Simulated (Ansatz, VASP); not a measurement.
# LaB6: VASP beside Ansatz

```
CELL_PARAMETERS angstrom
4.20684 0.00000 0.00000
0.00000 4.20684 0.00000
0.00000 0.00000 4.20684
ATOMIC_POSITIONS crystal
La 0.00000 0.00000 0.00000
B 0.20062 0.50000 0.50000
B 0.50000 0.20062 0.50000
B 0.79938 0.50000 0.50000
B 0.50000 0.79938 0.50000
B 0.50000 0.50000 0.20062
B 0.50000 0.50000 0.79938
```

Alike in both runs: functional r2SCAN; k mesh 8 × 8 × 8; occupations fermi-dirac, width 0.1 eV; no spin polarisation.

Ansatz relaxed the structure, and its values are those at the end. VASP's run is a single point on that final structure, the one shown.

|  | VASP | Ansatz |
| --- | --- | --- |
| version | VASP 6.6.1 | Ansatz 0.2.0 |
| potentials or method | VASP PAW PBE potentials, release 64 (La, B), cutoff 520 eV | PAW plane waves |
| valence electrons in the cell | 29 | 29 |

```csv
,VASP,Ansatz,Ansatz less VASP
pressure (GPa),-6.5,-6.5,-0.02
rms of the force components (eV/Å),0.009,0.000,-0.0087
```

VASP's potentials were made for PBE, not for r2SCAN. The functional is the same, so the differences come from potentials, cutoffs and numerics. Ansatz's warnings: stress scf threshold loose.

Spin-orbit coupling is off throughout.
